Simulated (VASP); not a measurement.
# WC (zincblende type) (F-43m) in VASP: notebook

Runs on WC (zincblende type). Level: PBE. Tasks: single point, relaxation of cell and atoms.

All numbers are computed with VASP 6.6.1; they aren't measurements. Logs are shortened: lines on timing, memory, paths and dates and some standing lists are left out, and cuts for length are marked.

## 1. The cell of the first run

It takes space group F-43m (No. 216, cubic). The conventional cell has a = 3.874 Å, b = 3.874 Å, c = 3.874 Å, α = 90.00°, β = 90.00°, γ = 90.00°. W (site symmetry -43m) has 4 C at 1.68 Å within 2.2 Å. Within 2.2 Å of C (site symmetry -43m) lie 4 W at 1.68 Å.

## 2. Single point, PBE

Input file INCAR:

```
  ALGO = Normal
  EDIFF = 1E-6
  ENCUT = 520
  GGA = PE
  ISIF = 2
  ISMEAR = -1
  LASPH = True
  LCHARG = False
  LREAL = False
  LWAVE = False
  NBANDS = 16
  NELM = 80
  PREC = Accurate
  SIGMA = 0.1
```

Input file KPOINTS:

```
k-points
0
Gamma
  16 16 16
```

Input file POSCAR:

```
WC
1.0
    0.0000000000      1.9371833437      1.9371833437
    1.9371833437      0.0000000000      1.9371833437
    1.9371833437      1.9371833437      0.0000000000
W C
1 1
Direct
    0.0000000000      0.0000000000      0.0000000000
    0.2500000000      0.2500000000      0.2500000000
```

Potentials or basis: VASP PAW PBE potentials, release 64 (W_sv, C).

The run is started by

```
cat potpaw_PBE.64/W_sv/POTCAR potpaw_PBE.64/C/POTCAR > POTCAR
mpirun -np 1 vasp_std > vasp.out
```

OUTCAR:

```text
EDIFF = 1E-6
   ENCUT = 520
   GGA = PE
   ISIF = 2
   ISMEAR = -1
   LASPH = True
   LREAL = False
   NELM = 80
   PREC = Accurate

 ion  position               nearest neighbor table
   1  0.000  0.000  0.000-   2 1.68   2 1.68   2 1.68   2 1.68
   2  0.250  0.250  0.250-   1 1.68   1 1.68   1 1.68   1 1.68

  LATTYP: Found a face centered cubic cell.
 ALAT       =     3.8743666874

  Lattice vectors:

 A1 = (   0.0000000000,   1.9371833437,   1.9371833437)
 A2 = (   1.9371833437,   0.0000000000,   1.9371833437)
 A3 = (   1.9371833437,   1.9371833437,   0.0000000000)

Analysis of symmetry for initial positions (statically):
=====================================================================
 Subroutine PRICEL returns:
 Original cell was already a primitive cell.

 Routine SETGRP: Setting up the symmetry group for a
 face centered cubic supercell.

 Subroutine GETGRP returns: Found 24 space group operations
 (whereof 24 operations were pure point group operations)
 out of a pool of 48 trial point group operations.

The static configuration has the point symmetry T_d .

Analysis of symmetry for dynamics (positions and initial velocities):
=====================================================================
 Subroutine PRICEL returns:
 Original cell was already a primitive cell.

 Routine SETGRP: Setting up the symmetry group for a
 face centered cubic supercell.

 Subroutine GETGRP returns: Found 24 space group operations
 (whereof 24 operations were pure point group operations)
 out of a pool of 48 trial point group operations.

The dynamic configuration has the point symmetry T_d .

 Subroutine INISYM returns: Found 24 space group operations
 (whereof 24 operations are pure point group operations),
 and found     1 'primitive' translations

----------------------------------------------------------------------------------------

                                     Primitive cell

  volume of cell :      14.5393

  direct lattice vectors                    reciprocal lattice vectors
     0.000000000  1.937183344  1.937183344    -0.258106700  0.258106700  0.258106700
     1.937183344  0.000000000  1.937183344     0.258106700 -0.258106700  0.258106700
     1.937183344  1.937183344  0.000000000     0.258106700  0.258106700 -0.258106700

  length of vectors
     2.739590957  2.739590957  2.739590957     0.447053918  0.447053918  0.447053918

  position of ions in fractional coordinates (direct lattice)
     0.000000000  0.000000000  0.000000000
     0.250000000  0.250000000  0.250000000

  ion indices of the primitive-cell ions
   primitive index   ion index
                 1           1
                 2           2

----------------------------------------------------------------------------------------

 KPOINTS: k-points

Automatic generation of k-mesh.
 Grid dimensions read from file:
 generate k-points for:   16   16   16

 Generating k-lattice:

  Cartesian coordinates                     Fractional coordinates (reciprocal lattice)
    -0.016131669  0.016131669  0.016131669     0.062500000  0.000000000  0.000000000
     0.016131669 -0.016131669  0.016131669     0.000000000  0.062500000  0.000000000
     0.016131669  0.016131669 -0.016131669     0.000000000  0.000000000  0.062500000

  Length of vectors
     0.027940870  0.027940870  0.027940870

  Shift w.r.t. Gamma in fractional coordinates (k-lattice)
     0.000000000  0.000000000  0.000000000

 Subroutine IBZKPT returns following result:
 ===========================================

 Found    145 irreducible k-points:

 Following reciprocal coordinates:
            Coordinates               Weight
  0.000000  0.000000  0.000000      1.000000
  0.062500  0.000000  0.000000      8.000000
  0.125000  0.000000  0.000000      8.000000
  0.187500  0.000000  0.000000      8.000000
  0.250000  0.000000  0.000000      8.000000
  0.312500  0.000000  0.000000      8.000000
[... 16 lines left out ...]
 -0.125000  0.062500  0.000000     24.000000
 -0.062500  0.062500  0.000000     12.000000
 [... further k-points ...]
   k-points           NKPTS =    145   k-points in BZ     NKDIM =    145   number of bands    NBANDS=     16
   number of dos      NEDOS =    301   number of ions     NIONS =      2
   total plane-waves  NPLWV =   8000
   dimension x,y,z NGX =    20 NGY =   20 NGZ =   20
   dimension x,y,z NGXF=    40 NGYF=   40 NGZF=   40
   ions per type =               1   1
   NGX,Y,Z   is equivalent  to a cutoff of  12.14, 12.14, 12.14 a.u.
   NGXF,Y,Z  is equivalent  to a cutoff of  24.27, 24.27, 24.27 a.u.
 SYSTEM =  unknown system
   PREC   = accura    normal or accurate (medium, high low for compatibility)
   ISTART =      0    job   : 0-new  1-cont  2-samecut
   ICHARG =      2    charge: 1-file 2-atom 10-const
   ISPIN  =      1    spin polarized calculation?
   LNONCOLLINEAR =      F non collinear calculations
   LSORBIT =      F    spin-orbit coupling
   LASPH  =      T    aspherical Exc in radial PAW
   ENCUT  =  520.0 eV  38.22 Ry    6.18 a.u.   5.09  5.09  5.09*2*pi/ulx,y,z
   NELM   =     80;   NELMIN=  2; NELMDL= -5     # of ELM steps
   EDIFF  = 0.1E-05   stopping-criterion for ELM
   LREAL  =      F    real-space projection
   EDIFFG = 0.1E-04   stopping-criterion for IOM
   NSW    =      0    number of steps for IOM
   IBRION =     -1    ionic relax: 0-MD 1-quasi-New 2-CG
   NFREE  =      0    steps in history (QN), initial steepest desc. (CG)
   ISIF   =      2    stress and relaxation
   ISYM   =      2    0-nonsym 1-usesym 2-fastsym
   POTIM  = 0.5000    time-step for ionic-motion
   TEBEG  =    0.0;   TEEND  =   0.0 temperature during run
   PSTRESS=    0.0 pullay stress
   NELECT =      18.0000    total number of electrons
   NUPDOWN=      -1.0000    fix difference up-down
   EMIN   =  10.00;   EMAX   =-10.00  energy-range for DOS
   EFERMI =   0.00;   METHOD = LEGACY
   ISMEAR =    -1;   SIGMA  =   0.10  broadening in eV -4-tet -1-fermi 0-gaus
   EFERMI_NEDOS =   21; number of points for ismear=-14 and -15
   IALGO  =     38    algorithm
   IMIX   =      4    mixing-type and parameters
     AMIX     =   0.40;   BMIX     =  1.00
     AMIX_MAG =   1.60;   BMIX_MAG =  1.00
  volume/ion in A,a.u.               =       7.27        49.06
  Fermi-wavevector in a.u.,A,eV,Ry     =   1.757863  3.321879 42.043106  3.090081
  Thomas-Fermi vector in A             =   2.827134
   LORBIT       =      0    0 simple, 1 ext, 2 COOP (PROOUT), +10 PAW based schemes
   GGA     = PE    functional components
   LHFCALC =     F    Hartree Fock is set to
   AEXX    =    0.0000 exact exchange contribution
   IVDW    =     0    specifies the selected vdW correction
   LEPSILON=     F    determine dielectric tensor
   LRPA    =     F    only Hartree local field effects (RPA)
 non-spin polarized calculation
  energy-cutoff  :      520.00
  volume of cell :       14.54
 maximum number of plane-waves:       400
   NGX = 11   NGY = 11   NGZ = 11

 number of electron      18.0000004 magnetization

 Free energy of the ion-electron system (eV)
  ---------------------------------------------------
  ext. energy  EPLUGINS =         0.00000000
  ---------------------------------------------------
  free energy    TOTEN  =       -10.33447622 eV

  energy without entropy =      -10.31915313  energy(sigma->0) =      -10.32681467

 E-fermi :  17.7454     XC(G=0): -15.6277

 val. band max:       17.7396531191   @ k =  -0.1250   0.1250   0.0000
 cond. band min:      17.7477911974   @ k =   0.2500   0.0625   0.0000
 fundamental gap:      0.0081380783
 Fermi energy:        17.7454478022

 k-point     1 :       0.0000    0.0000    0.0000
  band No.  band energies     occupation
      1     -56.5688      2.00000
      2     -20.6188      2.00000
      3     -20.6188      2.00000
      4     -20.6188      2.00000
      5       0.3262      2.00000
      6       7.7948      2.00000
[... 8 lines left out ...]
     15      37.3917      0.00000
     16      41.8410      0.00000

 k-point     2 :       0.0625    0.0000    0.0000
  band No.  band energies     occupation
      1     -56.5600      2.00000
      2     -20.7260      2.00000
      3     -20.6331      2.00000
      4     -20.6331      2.00000
      5       0.5160      2.00000
      6       7.7598      2.00000
[... 8 lines left out ...]
     15      37.5441      0.00000
     16      41.2564      0.00000

 k-point     3 :       0.1250    0.0000    0.0000
  band No.  band energies     occupation
      1     -56.5350      2.00000
      2     -21.0231      2.00000
      3     -20.6735      2.00000
      4     -20.6735      2.00000
      5       1.0334      2.00000
      6       7.7089      2.00000
[... 8 lines left out ...]
     15      36.8543      0.00000
     16      40.6358      0.00000

 k-point     4 :       0.1875    0.0000    0.0000
  band No.  band energies     occupation
      1     -56.4975      2.00000
      2     -21.4474      2.00000
      3     -20.7333      2.00000
      4     -20.7333      2.00000
      5       1.7256      2.00000
      6       7.7919      2.00000
[... 8 lines left out ...]
     15      34.7088      0.00000
     16      39.4505      0.00000

 k-point     5 :       0.2500    0.0000    0.0000
  band No.  band energies     occupation
      1     -56.4529      2.00000
      2     -21.9204      2.00000
      3     -20.8027      2.00000
      4     -20.8027      2.00000
      5       2.3667      2.00000
      6       8.2104      2.00000
[... 8 lines left out ...]
     15      32.5172      0.00000
     16      38.8448      0.00000

 k-point     6 :       0.3125    0.0000    0.0000
  band No.  band energies     occupation
      1     -56.4081      2.00000
      2     -22.3681      2.00000
      3     -20.8711      2.00000
      4     -20.8711      2.00000
      5       2.7752      2.00000
      6       8.9583      2.00000
[... 8 lines left out ...]
     15      31.9744      0.00000
     16      39.6837      0.00000

 k-point     7 :       0.3750    0.0000    0.0000
  band No.  band energies     occupation
      1     -56.3698      2.00000
      2     -22.7305      2.00000
      3     -20.9282      2.00000
      4     -20.9282      2.00000
      5       2.9495      2.00000
      6       9.0512      2.00000
[... 8 lines left out ...]
     15      33.4161      0.00000
     16      41.5087      0.00000

 k-point     8 :       0.4375    0.0000    0.0000
  band No.  band energies     occupation
      1     -56.3441      2.00000
      2     -22.9647      2.00000
      3     -20.9659      2.00000
      4     -20.9659      2.00000
      5       2.9970      2.00000
      6       9.0720      2.00000
[... 8 lines left out ...]
     15      35.1318      0.00000
     16      43.3594      0.00000

 k-point     9 :       0.5000    0.0000    0.0000
  band No.  band energies     occupation
      1     -56.3350      2.00000
      2     -23.0455      2.00000
      3     -20.9791      2.00000
      4     -20.9791      2.00000
      5       3.0033      2.00000
      6       9.0721      2.00000
[... 8 lines left out ...]
     15      35.9414      0.00000
     16      44.1918      0.00000
[... 172 lines left out ...]
 k-point    19 :      -0.3750    0.0625    0.0000
  band No.  band energies     occupation
      1     -56.3553      2.00000
      2     -22.8034      2.00000
      3     -21.0393      2.00000
      4     -20.9335      2.00000
      5       3.1334      2.00000
      6       9.0223      2.00000
[... 8 lines left out ...]
     15      34.0228      0.00000
     16      40.9222      0.00000

 k-point    20 :      -0.3125    0.0625    0.0000
  band No.  band energies     occupation
      1     -56.3895      2.00000
      2     -22.4892      2.00000
      3     -20.9969      2.00000
      4     -20.8698      2.00000
      5       3.0112      2.00000
      6       8.8760      2.00000
[... 8 lines left out ...]
     15      32.3104      0.00000
     16      38.7998      0.00000

 k-point    21 :      -0.2500    0.0625    0.0000
  band No.  band energies     occupation
      1     -56.4321      2.00000
      2     -22.0777      2.00000
      3     -20.9329      2.00000
      4     -20.7977      2.00000
      5       2.6833      2.00000
      6       8.2125      2.00000
[... 8 lines left out ...]
     15      32.0403      0.00000
     16      37.3455      0.00000

 k-point    22 :      -0.1875    0.0625    0.0000
  band No.  band energies     occupation
      1     -56.4768      2.00000
      2     -21.6231      2.00000
      3     -20.8554      2.00000
      4     -20.7281      2.00000
      5       2.1021      2.00000
      6       7.7219      2.00000
[... 8 lines left out ...]
     15      33.8240      0.00000
     16      37.4095      0.00000

 k-point    23 :      -0.1250    0.0625    0.0000
  band No.  band energies     occupation
      1     -56.5166      2.00000
      2     -21.1948      2.00000
      3     -20.7743      2.00000
      4     -20.6719      2.00000
      5       1.4042      2.00000
      6       7.5917      2.00000
[... 8 lines left out ...]
     15      36.0903      0.00000
     16      38.5315      0.00000

 k-point    24 :      -0.0625    0.0625    0.0000
  band No.  band energies     occupation
      1     -56.5458      2.00000
      2     -20.8741      2.00000
      3     -20.6960      2.00000
      4     -20.6383      2.00000
      5       0.8173      2.00000
      6       7.6590      2.00000
[... 8 lines left out ...]
     15      37.4591      0.00000
     16      40.0019      0.00000

 [... further k-points ...]

------------------------ aborting loop because EDIFF is reached ----------------------------------------

  FORCE on cell =-STRESS in cart. coord.  units (eV):
  Direction    XX          YY          ZZ          XY          YZ          ZX
  --------------------------------------------------------------------------------------
  -------------------------------------------------------------------------------------
  Total       44.2331927     44.2331927     44.2331927      0.0000000      0.0000000      0.0000000
  in kB     4874.3498291   4874.3498291   4874.3498291      0.0000000      0.0000000      0.0000000
  external PRESSURE =    4874.3498291 kB  Pullay stress =       0.0000000 kB

 VOLUME and BASIS-vectors are now :
 -----------------------------------------------------------------------------
  energy-cutoff  :      520.00
  volume of cell :       14.54
      direct lattice vectors                 reciprocal lattice vectors
     0.000000000  1.937183344  1.937183344    -0.258106700  0.258106700  0.258106700
     1.937183344  0.000000000  1.937183344     0.258106700 -0.258106700  0.258106700
     1.937183344  1.937183344  0.000000000     0.258106700  0.258106700 -0.258106700

 POSITION                                       TOTAL-FORCE (eV/Angst)
 -----------------------------------------------------------------------------------
      0.00000      0.00000      0.00000         0.000000      0.000000      0.000000
      0.96859      0.96859      0.96859        -0.000000     -0.000000     -0.000000
 -----------------------------------------------------------------------------------
    total drift:                               -0.000001     -0.000001     -0.000001

  FREE ENERGIE OF THE ION-ELECTRON SYSTEM (eV)
  ---------------------------------------------------
  free  energy   TOTEN  =       -10.3344762217 eV

  energy  without entropy=      -10.3191531269  energy(sigma->0) =      -10.32681467
```

It took 17 s on 1 thread of AMD EPYC 9R45 (Zen 5), shared host; peak memory 0.12 GiB.

Results:

* Free energy: -10.3345 eV
* Pressure: 487.4 GPa
* Band gap on the k mesh: zero (band 9 reaches 19.88 eV, above the bottom of band 10 at 17.00 eV)

Caveat: spin-orbit coupling is left out, which moves the levels of the heavy elements.

(Continued in part 2 of 2.)
